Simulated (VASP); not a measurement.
# Y2ScAs3 (R-3m) in VASP: a series of runs

Y2ScAs3 is run at these levels: PBE; tasks: relaxation of cell and atoms, single point.

Program: VASP 6.6.1. These are calculated values, not measurements. Logs are shortened: lines on timing, memory, paths and dates and some standing lists are left out, and cuts for length are marked.

## Step 1: The cell of the first run

Symmetry: R-3m, No. 166, trigonal system. The conventional cell has a = 6.508 Å, b = 6.508 Å, c = 12.081 Å, α = 90.00°, β = 90.00°, γ = 120.00°. Within 2.9 Å of Y (site symmetry 3m) lie 3 As at 2.21 Å and 1 Sc at 2.87 Å. Within 4.0 Å of Sc (site symmetry -3m) lie 8 Y at 2.87 to 3.93 Å and 6 As at 3.25 Å. Within 2.9 Å of As (site symmetry 2/m) lie 2 Y at 2.21 Å.

The cell was built from a structure type or drawn by symmetry, and may not be a known phase.

## Step 2: Relaxation of cell and atoms, PBE

Contents of INCAR:

```
SYSTEM = Y2ScAs3
  PREC = Accurate
  ENCUT = 600
  EDIFF = 1E-6
  ISMEAR = 0
  SIGMA = 0.1
  LREAL = .False.
  LASPH = .True.
  NELM = 100
  ALGO = Normal
  ISIF = 3
  LWAVE = .False.
  LCHARG = .False.
  GGA = PE
  IBRION = 2
  NSW = 90
  EDIFFG = -0.04
```

Contents of KPOINTS:

```
Automatic mesh
0
Gamma
  3 3 3
  0 0 0
```

Contents of POSCAR:

```
Y2ScAs3
1.0
    3.2541403700      1.8787788200      4.0268806100
   -3.2541403700      1.8787788200      4.0268806100
    0.0000000000     -3.7575576300      4.0268806100
Y Sc As
2 1 3
Direct
    0.7625199300      0.7625199300      0.7625199300
    0.2374800700      0.2374800700      0.2374800700
    0.0000000000      0.0000000000      0.0000000000
    0.5000000000      0.5000000000      0.0000000000
    0.0000000000      0.5000000000      0.5000000000
    0.5000000000      0.0000000000      0.5000000000
```

Potentials or basis: VASP PAW PBE potentials, release 64 (Y_sv, Sc_sv, As).

Run with:

```
$ cat potpaw_PBE.64/Y_sv/POTCAR potpaw_PBE.64/Sc_sv/POTCAR potpaw_PBE.64/As/POTCAR > POTCAR
$ mpirun -np 1 vasp_std > vasp.out
```

OUTCAR:

```text
SYSTEM = Y2ScAs3
   PREC = Accurate
   ENCUT = 600
   EDIFF = 1E-6
   ISMEAR = 0
   LREAL = .False.
   LASPH = .True.
   NELM = 100
   ISIF = 3
   GGA = PE
   IBRION = 2
   NSW = 90
   EDIFFG = -0.04

 ion  position               nearest neighbor table
   1  0.763  0.763  0.763-   4 2.21   5 2.21   6 2.21   3 2.87   2 4.13   2 4.13   2 4.13
   2  0.237  0.237  0.237-   4 2.21   5 2.21   6 2.21   3 2.87   1 4.13   1 4.13   1 4.13
   3  0.000  0.000  0.000-   1 2.87   2 2.87
   4  0.500  0.500  0.000-   1 2.21   2 2.21
   5  0.000  0.500  0.500-   1 2.21   2 2.21
   6  0.500  0.000  0.500-   1 2.21   2 2.21

  LATTYP: Found a trigonal (rhomboedric) cell.
 ALAT       =     5.5077224739
 COS(alpha) =     0.3018343724

  Lattice vectors:

 A1 = (   3.2541403700,   1.8787788200,   4.0268806100)
 A2 = (  -3.2541403700,   1.8787788200,   4.0268806100)
 A3 = (   0.0000000000,  -3.7575576300,   4.0268806100)

Analysis of symmetry for initial positions (statically):
=====================================================================
 Subroutine PRICEL returns:
 Original cell was already a primitive cell.

 Routine SETGRP: Setting up the symmetry group for a
 trigonal (rhombohedral) supercell.

 Subroutine GETGRP returns: Found 12 space group operations
 (whereof 12 operations were pure point group operations)
 out of a pool of 12 trial point group operations.

The static configuration has the point symmetry D_3d.

Analysis of symmetry for dynamics (positions and initial velocities):
=====================================================================
 Subroutine PRICEL returns:
 Original cell was already a primitive cell.

 Routine SETGRP: Setting up the symmetry group for a
 trigonal (rhombohedral) supercell.

 Subroutine GETGRP returns: Found 12 space group operations
 (whereof 12 operations were pure point group operations)
 out of a pool of 12 trial point group operations.

The dynamic configuration has the point symmetry D_3d.

 Subroutine INISYM returns: Found 12 space group operations
 (whereof 12 operations are pure point group operations),
 and found     1 'primitive' translations

----------------------------------------------------------------------------------------

                                     Primitive cell

  volume of cell :     147.7175

  direct lattice vectors                    reciprocal lattice vectors
     3.254140370  1.878778820  4.026880610     0.153650409  0.088710105  0.082777059
[... 61 lines left out ...]
   dimension x,y,z NGXF=    96 NGYF=   96 NGZF=   96
   ions per type =               2   1   3
   NGX,Y,Z   is equivalent  to a cutoff of  14.49, 14.49, 14.49 a.u.
   NGXF,Y,Z  is equivalent  to a cutoff of  28.98, 28.98, 28.98 a.u.
 SYSTEM =  Y2ScAs3
   PREC   = accura    normal or accurate (medium, high low for compatibility)
   ISTART =      0    job   : 0-new  1-cont  2-samecut
   ICHARG =      2    charge: 1-file 2-atom 10-const
   ISPIN  =      1    spin polarized calculation?
   LNONCOLLINEAR =      F non collinear calculations
   LSORBIT =      F    spin-orbit coupling
   LASPH  =      T    aspherical Exc in radial PAW
   ENCUT  =  600.0 eV  44.10 Ry    6.64 a.u.  11.00 11.00 11.00*2*pi/ulx,y,z
   NELM   =    100;   NELMIN=  2; NELMDL= -5     # of ELM steps
   EDIFF  = 0.1E-05   stopping-criterion for ELM
   LREAL  =      F    real-space projection
   EDIFFG = -.4E-01   stopping-criterion for IOM
   NSW    =     90    number of steps for IOM
   IBRION =      2    ionic relax: 0-MD 1-quasi-New 2-CG
   NFREE  =      1    steps in history (QN), initial steepest desc. (CG)
   ISIF   =      3    stress and relaxation
   ISYM   =      2    0-nonsym 1-usesym 2-fastsym
   POTIM  = 0.5000    time-step for ionic-motion
   TEBEG  =    0.0;   TEEND  =   0.0 temperature during run
   PSTRESS=    0.0 pullay stress
   NELECT =      48.0000    total number of electrons
   NUPDOWN=      -1.0000    fix difference up-down
   EMIN   =  10.00;   EMAX   =-10.00  energy-range for DOS
   EFERMI =   0.00;   METHOD = LEGACY
   ISMEAR =     0;   SIGMA  =   0.10  broadening in eV -4-tet -1-fermi 0-gaus
   EFERMI_NEDOS =   21; number of points for ismear=-14 and -15
   IALGO  =     38    algorithm
   IMIX   =      4    mixing-type and parameters
     AMIX     =   0.40;   BMIX     =  1.00
     AMIX_MAG =   1.60;   BMIX_MAG =  1.00
  volume/ion in A,a.u.               =      24.62       166.14
  Fermi-wavevector in a.u.,A,eV,Ry     =   1.125498  2.126882 17.235112  1.266745
  Thomas-Fermi vector in A             =   2.262175
   LORBIT       =      0    0 simple, 1 ext, 2 COOP (PROOUT), +10 PAW based schemes
   GGA     = PE    functional components
   LHFCALC =     F    Hartree Fock is set to
   AEXX    =    0.0000 exact exchange contribution
   IVDW    =     0    specifies the selected vdW correction
   LEPSILON=     F    determine dielectric tensor
   LRPA    =     F    only Hartree local field effects (RPA)
 conjugate gradient relaxation of ions
 non-spin polarized calculation
 Gauss-broadening in eV      SIGMA  =   0.10
  energy-cutoff  :      600.00
  volume of cell :      147.72
 maximum number of plane-waves:      4936
 NGX is ok and might be reduce to    48
   NGX = 21   NGY = 21   NGZ = 21

--------------------------------------- Ionic step        1  -------------------------------------------

 number of electron      48.0000003 magnetization

 Free energy of the ion-electron system (eV)
  ---------------------------------------------------
  ext. energy  EPLUGINS =         0.00000000
  ---------------------------------------------------
  free energy    TOTEN  =       -23.09624634 eV

  energy without entropy =      -23.06955583  energy(sigma->0) =      -23.08290108

 E-fermi :   3.4401     XC(G=0):  -9.4994

 val. band max:        3.4218680085   @ k =   0.3333   0.3333   0.3333
 cond. band min:       3.4689667835   @ k =  -0.3333   0.3333   0.3333
 fundamental gap:      0.0470987750
 Fermi energy:         3.4401378407
[... 490 lines left out ...]
  FREE ENERGIE OF THE ION-ELECTRON SYSTEM (eV)
  ---------------------------------------------------
  free  energy   TOTEN  =       -31.6202064733 eV

  energy  without entropy=      -31.5853062478  energy(sigma->0) =      -31.60275636

[... ionic steps 4 to 10 ...]

--------------------------------------- Ionic step       11  -------------------------------------------

 number of electron      47.9999997 magnetization

------------------------ aborting loop because EDIFF is reached ----------------------------------------
[... 75 lines left out ...]
--------------------------------------- Ionic step       13  -------------------------------------------

 number of electron      48.0000000 magnetization

 Free energy of the ion-electron system (eV)
  ---------------------------------------------------
  ext. energy  EPLUGINS =         0.00000000
  ---------------------------------------------------
  free energy    TOTEN  =       -34.55026475 eV

  energy without entropy =      -34.52143437  energy(sigma->0) =      -34.53584956

 E-fermi :   3.0768     XC(G=0):  -8.9597

 val. band max:        3.0085337431   @ k =   0.3333   0.0000   0.0000
 cond. band min:       3.0824021224   @ k =   0.3333   0.3333   0.3333
 fundamental gap:      0.0738683793
 Fermi energy:         3.0768131937
[... 217 lines left out ...]
  FREE ENERGIE OF THE ION-ELECTRON SYSTEM (eV)
  ---------------------------------------------------
  free  energy   TOTEN  =       -34.5502647519 eV

  energy  without entropy=      -34.5214343668  energy(sigma->0) =      -34.53584956

 reached required accuracy - stopping structural energy minimisation
```

CONTCAR:

```text
Y2ScAs3
   1.00000000000000
     2.9213969375471569    1.6866693113755760    5.9614012369808069
    -2.9213969375471569    1.6866693113755760    5.9614012369808069
    -0.0000000000000000   -3.3733386098650695    5.9614012347337351
  Y               Sc              As
     2     1     3
Direct
     0.7893771650416836    0.7893771650416836    0.7893771650286627
     0.2106228349583163    0.2106228349583163    0.2106228349713372
     0.0000000000000000    0.0000000000000000    0.0000000000000000
     0.5000000000000000    0.5000000000000000    0.0000000000000000
     0.0000000000000000    0.5000000000000000    0.5000000000000000
     0.5000000000000000    0.0000000000000000    0.5000000000000000

  0.00000000E+00  0.00000000E+00  0.00000000E+00
  0.00000000E+00  0.00000000E+00  0.00000000E+00
  0.00000000E+00  0.00000000E+00  0.00000000E+00
  0.00000000E+00  0.00000000E+00  0.00000000E+00
  0.00000000E+00  0.00000000E+00  0.00000000E+00
  0.00000000E+00  0.00000000E+00  0.00000000E+00
```

Wall time 7.3 min (1 thread of Intel Xeon Platinum 8488C (Sapphire Rapids), shared host); peak memory 0.37 GiB.

What came out:

```yaml
Free_energy: -34.5503 eV
Relaxed_volume: 29.37 Å³/atom
Relaxed_cell: a = 6.850 Å, b = 6.850 Å, c = 6.850 Å, α = 50.49°, β = 50.49°, γ = 50.49°
Space_group_after_relaxing_to_0.1_Å: R-3m (No. 166)
Energy_gained_by_relaxing: 1909.0 meV/atom
Ionic_steps: 13
Pressure_after_relaxing: 0.0 GPa
Largest_force_after_relaxing: 0.023 eV/Å
Band_gap_on_the_k_mesh: zero (bands 24 and 25 overlap by 0.24 eV)
```

Forces in eV/Å, atoms in the order of the input:
```
Y    0.000  0.000 -0.023
Y    0.000  0.000  0.023
Sc   0.000  0.000  0.000
As   0.000  0.000  0.000
As   0.000  0.000  0.000
As   0.000  0.000  0.000
```

Step by step:
```tsv
step	energy change (eV)	largest force (eV/Å)	pressure (GPa)	volume (Å³)
1	0.0000	13.5621	39.08	147.72
2	-2.4374	3.4779	-6.96	316.80
3	-8.5240	1.3910	-2.24	211.03
4	-8.6220	0.9135	-1.19	205.70
5	-8.6600	0.3141	0.14	199.92
6	-9.7737	0.2590	-2.41	204.50
7	-10.5320	0.9544	-5.22	208.14
8	-11.3911	0.5153	0.54	176.68
9	-11.3937	0.5958	0.99	175.17
10	-11.4479	0.0669	0.74	173.75
11	-11.4484	0.1071	0.74	173.87
12	-11.4523	0.0920	-0.36	177.58
13	-11.4540	0.0225	0.02	176.25
```

Final structure:
```xyz
6
Lattice="2.9214 1.6867 5.9614 -2.9214 1.6867 5.9614 0.0000 -3.3733 5.9614" Properties=species:S:1:pos:R:3 pbc="T T T"
Y     0.0000    0.0000   14.1174
Y     0.0000    0.0000    3.7668
Sc    0.0000    0.0000    0.0000
As    0.0000    1.6867    5.9614
As   -1.4607   -0.8433    5.9614
As    1.4607   -0.8433    5.9614
```

Caveat: the k points lie up to 0.43 Å⁻¹ apart in the final cell; the volume moved by over 15 % at a fixed basis, so the end points are rough.

[end of part 1 of 2]
